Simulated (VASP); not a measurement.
# CsBr (Pm-3m) in VASP: further runs, part 2 of 2

VASP 6.6.1. The steps go on from the part before.

## 4. Single point, PBE (volume changed by -3%)

File INCAR:

```
SYSTEM = CsBr
PREC = Accurate ; ENCUT = 500
EDIFF = 1E-6 ; ISMEAR = 0
SIGMA = 0.01 ; LREAL = .False.
LASPH = .True. ; NELM = 120
ALGO = Normal ; ISIF = 2
LWAVE = .False. ; LCHARG = .True.
GGA = PE ; LELF = .True.
LVHAR = .True. ; NBANDS = 15
GGA_COMPAT = .False.
```

File KPOINTS:

```
Automatic mesh
0
Gamma
  6 6 6
  0 0 0
```

File POSCAR:

```
CsBr
1.0
    4.3449702251      0.0000000000      0.0000000000
    0.0000000000      4.3449702251      0.0000000000
    0.0000000000      0.0000000000      4.3449702251
Cs Br
1 1
Direct
    0.0000000000      0.0000000000      0.0000000000
    0.5000000000      0.5000000000      0.5000000000
```

Potentials or basis: VASP PAW PBE potentials, release 64 (Cs_sv, Br).

On the command line:

```
$ cat potpaw_PBE.64/Cs_sv/POTCAR potpaw_PBE.64/Br/POTCAR > POTCAR
$ mpirun -np 1 vasp_std > vasp.out
```

OUTCAR:

```text
SYSTEM = CsBr
   PREC = Accurate
   ENCUT = 500
   EDIFF = 1E-6
   ISMEAR = 0
   LREAL = .False.
   LASPH = .True.
   NELM = 120
   ISIF = 2
   GGA = PE

 ion  position               nearest neighbor table
   1  0.000  0.000  0.000-
   2  0.500  0.500  0.500-

  LATTYP: Found a simple cubic cell.
 ALAT       =     4.3449702251

  Lattice vectors:

 A1 = (   4.3449702251,   0.0000000000,   0.0000000000)
 A2 = (   0.0000000000,   4.3449702251,   0.0000000000)
 A3 = (   0.0000000000,   0.0000000000,   4.3449702251)

Analysis of symmetry for initial positions (statically):
=====================================================================
 Subroutine PRICEL returns:
 Original cell was already a primitive cell.

 Routine SETGRP: Setting up the symmetry group for a
 simple cubic supercell.

 Subroutine GETGRP returns: Found 48 space group operations
[... 9 lines left out ...]

 Routine SETGRP: Setting up the symmetry group for a
 simple cubic supercell.

 Subroutine GETGRP returns: Found 48 space group operations
[... 11 lines left out ...]
                                     Primitive cell

  volume of cell :      82.0277

  direct lattice vectors                    reciprocal lattice vectors
     4.344970225  0.000000000  0.000000000     0.230151174  0.000000000  0.000000000
     0.000000000  4.344970225  0.000000000     0.000000000  0.230151174  0.000000000
     0.000000000  0.000000000  4.344970225     0.000000000  0.000000000  0.230151174

  length of vectors
     4.344970225  4.344970225  4.344970225     0.230151174  0.230151174  0.230151174

  position of ions in fractional coordinates (direct lattice)
     0.000000000  0.000000000  0.000000000
     0.500000000  0.500000000  0.500000000

  ion indices of the primitive-cell ions
   primitive index   ion index
                 1           1
                 2           2

----------------------------------------------------------------------------------------

 KPOINTS: Automatic mesh

Automatic generation of k-mesh.
 Grid dimensions read from file:
 generate k-points for:    6    6    6

 Generating k-lattice:

  Cartesian coordinates                     Fractional coordinates (reciprocal lattice)
     0.038358529  0.000000000  0.000000000     0.166666667  0.000000000  0.000000000
     0.000000000  0.038358529  0.000000000     0.000000000  0.166666667  0.000000000
     0.000000000  0.000000000  0.038358529     0.000000000  0.000000000  0.166666667

  Length of vectors
     0.038358529  0.038358529  0.038358529

  Shift w.r.t. Gamma in fractional coordinates (k-lattice)
     0.000000000  0.000000000  0.000000000

 Subroutine IBZKPT returns following result:
 ===========================================

 Found     20 irreducible k-points:

 Following reciprocal coordinates:
            Coordinates               Weight
  0.000000  0.000000  0.000000      1.000000
  0.166667  0.000000  0.000000      6.000000
  0.333333  0.000000  0.000000      6.000000
  0.500000  0.000000  0.000000      3.000000
  0.166667  0.166667  0.000000     12.000000
  0.333333  0.166667  0.000000     24.000000
[... 12 lines left out ...]
  0.500000  0.500000  0.333333      6.000000
  0.500000  0.500000  0.500000      1.000000
   k-points           NKPTS =     20   k-points in BZ     NKDIM =     20   number of bands    NBANDS=     15
   number of dos      NEDOS =    301   number of ions     NIONS =      2
   total plane-waves  NPLWV =  32768
   dimension x,y,z NGX =    32 NGY =   32 NGZ =   32
   dimension x,y,z NGXF=    64 NGYF=   64 NGZF=   64
   ions per type =               1   1
   NGX,Y,Z   is equivalent  to a cutoff of  12.24, 12.24, 12.24 a.u.
   NGXF,Y,Z  is equivalent  to a cutoff of  24.49, 24.49, 24.49 a.u.
 SYSTEM =  CsBr
   PREC   = accura    normal or accurate (medium, high low for compatibility)
   ISTART =      0    job   : 0-new  1-cont  2-samecut
   ICHARG =      2    charge: 1-file 2-atom 10-const
   ISPIN  =      1    spin polarized calculation?
   LNONCOLLINEAR =      F non collinear calculations
   LSORBIT =      F    spin-orbit coupling
   LASPH  =      T    aspherical Exc in radial PAW
   ENCUT  =  500.0 eV  36.75 Ry    6.06 a.u.   7.92  7.92  7.92*2*pi/ulx,y,z
   NELM   =    120;   NELMIN=  2; NELMDL= -5     # of ELM steps
   EDIFF  = 0.1E-05   stopping-criterion for ELM
   LREAL  =      F    real-space projection
   EDIFFG = 0.1E-04   stopping-criterion for IOM
   NSW    =      0    number of steps for IOM
   IBRION =     -1    ionic relax: 0-MD 1-quasi-New 2-CG
   NFREE  =      0    steps in history (QN), initial steepest desc. (CG)
   ISIF   =      2    stress and relaxation
   ISYM   =      2    0-nonsym 1-usesym 2-fastsym
   POTIM  = 0.5000    time-step for ionic-motion
   TEBEG  =    0.0;   TEEND  =   0.0 temperature during run
   PSTRESS=    0.0 pullay stress
   NELECT =      16.0000    total number of electrons
   NUPDOWN=      -1.0000    fix difference up-down
   EMIN   =  10.00;   EMAX   =-10.00  energy-range for DOS
   EFERMI =   0.00;   METHOD = LEGACY
   ISMEAR =     0;   SIGMA  =   0.01  broadening in eV -4-tet -1-fermi 0-gaus
   EFERMI_NEDOS =   21; number of points for ismear=-14 and -15
   IALGO  =     38    algorithm
   IMIX   =      4    mixing-type and parameters
     AMIX     =   0.40;   BMIX     =  1.00
     AMIX_MAG =   1.60;   BMIX_MAG =  1.00
  volume/ion in A,a.u.               =      41.01       276.78
  Fermi-wavevector in a.u.,A,eV,Ry     =   0.949427  1.794156 12.264437  0.901411
  Thomas-Fermi vector in A             =   2.077708
   LORBIT       =      0    0 simple, 1 ext, 2 COOP (PROOUT), +10 PAW based schemes
   GGA     = PE    functional components
   LHFCALC =     F    Hartree Fock is set to
   AEXX    =    0.0000 exact exchange contribution
   IVDW    =     0    specifies the selected vdW correction
   LEPSILON=     F    determine dielectric tensor
   LRPA    =     F    only Hartree local field effects (RPA)
 non-spin polarized calculation
 Gauss-broadening in eV      SIGMA  =   0.01
  energy-cutoff  :      500.00
  volume of cell :       82.03
 maximum number of plane-waves:      2176
 NGX is ok and might be reduce to    32
   NGX = 15   NGY = 15   NGZ = 15

 number of electron      16.0000003 magnetization

 Free energy of the ion-electron system (eV)
  ---------------------------------------------------
  ext. energy  EPLUGINS =         0.00000000
  ---------------------------------------------------
  free energy    TOTEN  =        -6.02041055 eV

  energy without entropy =       -6.02041055  energy(sigma->0) =       -6.02041055

 E-fermi :  -0.3885     XC(G=0):  -7.8934

 val. band max:       -0.4911671386   @ k =   0.5000   0.5000   0.0000
 cond. band min:       3.8657734017   @ k =   0.0000   0.0000   0.0000
 fundamental gap:      4.3569405403
 Fermi energy:        -0.3884554881

 k-point     1 :       0.0000    0.0000    0.0000
  band No.  band energies     occupation
      1     -20.3347      2.00000
      2     -12.8149      2.00000
      3      -6.9442      2.00000
      4      -6.9442      2.00000
      5      -6.9442      2.00000
      6      -0.5055      2.00000
      7      -0.5055      2.00000
      8      -0.5055      2.00000
      9       3.8658      0.00000
     10       4.4556      0.00000
     11       4.4556      0.00000
     12       8.4950      0.00000
     13       8.4950      0.00000
     14       8.4950      0.00000
     15      11.4388      0.00000
[... 325 lines left out ...]
 k-point    20 :       0.5000    0.5000    0.5000
  band No.  band energies     occupation
      1     -20.2141      2.00000
      2     -12.6524      2.00000
      3      -7.3094      2.00000
      4      -7.3094      2.00000
      5      -7.3094      2.00000
      6      -1.5838      2.00000
      7      -1.5838      2.00000
      8      -1.5838      2.00000
      9       7.6382      0.00000
     10       7.6382      0.00000
     11       7.6382      0.00000
     12       8.4816      0.00000
     13       8.4816      0.00000
     14       8.4816      0.00000
     15      10.5839      0.00000

------------------------ aborting loop because EDIFF is reached ----------------------------------------

  FORCE on cell =-STRESS in cart. coord.  units (eV):
  Direction    XX          YY          ZZ          XY          YZ          ZX
  --------------------------------------------------------------------------------------
  -------------------------------------------------------------------------------------
  Total        0.2313373      0.2313373      0.2313373      0.0000000      0.0000000     -0.0000000
  in kB        4.5185164      4.5185164      4.5185164      0.0000000      0.0000000     -0.0000000
  external PRESSURE =       4.5185164 kB  Pullay stress =       0.0000000 kB

 VOLUME and BASIS-vectors are now :
 -----------------------------------------------------------------------------
  energy-cutoff  :      500.00
  volume of cell :       82.03
      direct lattice vectors                 reciprocal lattice vectors
     4.344970225  0.000000000  0.000000000     0.230151174  0.000000000  0.000000000
     0.000000000  4.344970225  0.000000000     0.000000000  0.230151174  0.000000000
     0.000000000  0.000000000  4.344970225     0.000000000  0.000000000  0.230151174

 POSITION                                       TOTAL-FORCE (eV/Angst)
 -----------------------------------------------------------------------------------
      0.00000      0.00000      0.00000         0.000000      0.000000      0.000000
      2.17249      2.17249      2.17249         0.000000      0.000000      0.000000
 -----------------------------------------------------------------------------------
    total drift:                                0.000000      0.000000     -0.000000

  FREE ENERGIE OF THE ION-ELECTRON SYSTEM (eV)
  ---------------------------------------------------
  free  energy   TOTEN  =        -6.0204105533 eV

  energy  without entropy=       -6.0204105533  energy(sigma->0) =       -6.02041055
```

OSZICAR:

```text
N       E                     dE             d eps       ncg     rms          rms(c)
DAV:   1     0.877004218092E+02    0.87700E+02   -0.63779E+03   600   0.874E+02
DAV:   2     0.805503610611E+00   -0.86895E+02   -0.79233E+02   830   0.151E+02
DAV:   3    -0.623101474075E+01   -0.70365E+01   -0.70111E+01   789   0.472E+01
DAV:   4    -0.629406712105E+01   -0.63052E-01   -0.63047E-01   698   0.527E+00
DAV:   5    -0.629440920165E+01   -0.34208E-03   -0.34207E-03   838   0.403E-01    0.180E+00
DAV:   6    -0.605600231747E+01    0.23841E+00   -0.22297E-01   726   0.245E+00    0.105E+00
DAV:   7    -0.601734353900E+01    0.38659E-01   -0.12658E-01   761   0.180E+00    0.612E-01
DAV:   8    -0.602049753589E+01   -0.31540E-02   -0.14127E-02   677   0.694E-01    0.123E-01
DAV:   9    -0.602029986601E+01    0.19767E-03   -0.15017E-03   768   0.201E-01    0.692E-02
DAV:  10    -0.602040745240E+01   -0.10759E-03   -0.20753E-04   663   0.961E-02    0.167E-02
DAV:  11    -0.602041143735E+01   -0.39850E-05   -0.26415E-05   712   0.299E-02    0.105E-02
DAV:  12    -0.602041055329E+01    0.88406E-06   -0.49076E-06   698   0.128E-02
   1 F= -.60204106E+01 E0= -.60204106E+01  d E =-.119509E-49
```

It took 14 s on 1 thread of Intel Xeon Platinum 8259CL at 2.50GHz (Skylake/Cascade Lake), shared host; peak memory 0.18 GiB.

What came out:

| Property | Result |
| --- | --- |
| Free energy | -6.0204 eV |
| Pressure | 0.5 GPa |
| Band gap on the k mesh | 4.36 eV, indirect (least direct gap 4.37 eV) |

Caveat: the cell differs from its parent crystal (volume changed by -3%); spin-orbit coupling is left out, which moves the levels of the heavy elements. A k mesh can miss the band edges.

## 5. Single point, PBE

This run uses another cell than the first one, of 42.28 Å³/atom, 1.064 times its volume.

File INCAR:

```
ALGO = Normal ; EDIFF = 1E-6
ENCUT = 500 ; GGA = PE
GGA_COMPAT = False ; ISIF = 2
ISMEAR = 0 ; LASPH = True
LCHARG = False ; LREAL = False
LWAVE = False ; NBANDS = 15
NELM = 120 ; PREC = Accurate
SIGMA = 0.01
```

File KPOINTS:

```
k-points
0
Gamma
  6 6 6
```

File POSCAR:

```
CsBr
1.0
    4.3893097184      0.0000000000      0.0000000000
    0.0000000000      4.3893097184      0.0000000000
    0.0000000000      0.0000000000      4.3893097184
Cs Br
1 1
Direct
    0.0000000000      0.0000000000      0.0000000000
    0.5000000000      0.5000000000      0.5000000000
```

Potentials or basis: VASP PAW PBE potentials, release 64 (Cs_sv, Br).

On the command line:

```
$ cat potpaw_PBE.64/Cs_sv/POTCAR potpaw_PBE.64/Br/POTCAR > POTCAR
$ mpirun -np 1 vasp_std > vasp.out
```

OUTCAR:

```text
EDIFF = 1E-6
   ENCUT = 500
   GGA = PE
   ISIF = 2
   ISMEAR = 0
   LASPH = True
   LREAL = False
   NELM = 120
   PREC = Accurate

 ion  position               nearest neighbor table
   1  0.000  0.000  0.000-
   2  0.500  0.500  0.500-

  LATTYP: Found a simple cubic cell.
 ALAT       =     4.3893097184

  Lattice vectors:

 A1 = (   4.3893097184,   0.0000000000,   0.0000000000)
[... 536 lines left out ...]
     14       8.1952      0.00000
     15      10.2474      0.00000

------------------------ aborting loop because EDIFF is reached ----------------------------------------

  FORCE on cell =-STRESS in cart. coord.  units (eV):
  Direction    XX          YY          ZZ          XY          YZ          ZX
  --------------------------------------------------------------------------------------
  -------------------------------------------------------------------------------------
  Total        0.0214979      0.0214979      0.0214979      0.0000000      0.0000000     -0.0000000
  in kB        0.4073026      0.4073026      0.4073026      0.0000000      0.0000000     -0.0000000
  external PRESSURE =       0.4073026 kB  Pullay stress =       0.0000000 kB

 VOLUME and BASIS-vectors are now :
 -----------------------------------------------------------------------------
  energy-cutoff  :      500.00
  volume of cell :       84.56
      direct lattice vectors                 reciprocal lattice vectors
     4.389309718  0.000000000  0.000000000     0.227826256  0.000000000  0.000000000
     0.000000000  4.389309718  0.000000000     0.000000000  0.227826256  0.000000000
     0.000000000  0.000000000  4.389309718     0.000000000  0.000000000  0.227826256

 POSITION                                       TOTAL-FORCE (eV/Angst)
 -----------------------------------------------------------------------------------
      0.00000      0.00000      0.00000         0.000000      0.000000      0.000000
      2.19465      2.19465      2.19465         0.000000      0.000000      0.000000
 -----------------------------------------------------------------------------------
    total drift:                                0.000000      0.000000     -0.000000

  FREE ENERGIE OF THE ION-ELECTRON SYSTEM (eV)
  ---------------------------------------------------
  free  energy   TOTEN  =        -6.0242962455 eV

  energy  without entropy=       -6.0242962455  energy(sigma->0) =       -6.02429625
```

It took 13 s on 1 thread of Intel Xeon Platinum 8259CL at 2.50GHz (Skylake/Cascade Lake), shared host; peak memory 0.18 GiB.

What came out:

| Item | Value |
| --- | --- |
| Free energy | -6.0243 eV |
| Pressure | 0.0 GPa |
| Band gap on the k mesh | 4.24 eV, indirect (least direct gap 4.27 eV) |

Levels at points of the mesh, in eV from the valence-band top:
```
           k point  band 4  band 5  band 6  band 7  band 8  band 9  band 10  band 11  band 12  band 13
(0.00, 0.00, 0.00)   -6.52   -6.52   -0.02   -0.02   -0.02    4.24     4.97     4.97     8.88     8.88
(0.50, 0.00, 0.00)   -6.44   -6.44   -1.19   -0.18   -0.18    5.89     6.95     7.36     8.31     8.60
(0.50, 0.50, 0.00)   -6.99   -6.39   -0.56   -0.56    0.00    5.20     5.44     7.14     7.14    10.56
(0.50, 0.50, 0.50)   -6.86   -6.86   -1.03   -1.03   -1.03    7.99     7.99     7.99     8.82     8.82
```

Caveat: spin-orbit coupling is left out, which moves the levels of the heavy elements. A k mesh can miss the band edges.

## 6. Overview

```tsv
cell	gap on the mesh (eV)	pressure (GPa)
a = 4.300 Å, 2 atoms	4.48	0.9
a = 4.320 Å, 2 atoms	4.42	0.7
a = 4.345 Å, 2 atoms	4.36	0.5
a = 4.389 Å, 2 atoms	4.24	0.0
```

Alike in all rows: task single point; level PBE; potentials or basis VASP PAW PBE potentials, release 64 (Cs_sv, Br); no spin polarisation; k mesh 6 × 6 × 6; cutoff (eV) 500; smearing gaussian 0.01 eV.

Caveats: spin-orbit coupling is left out, which moves the levels of the heavy elements.

Total energies depend on the potentials used, so only differences within one code and one set of settings carry meaning.
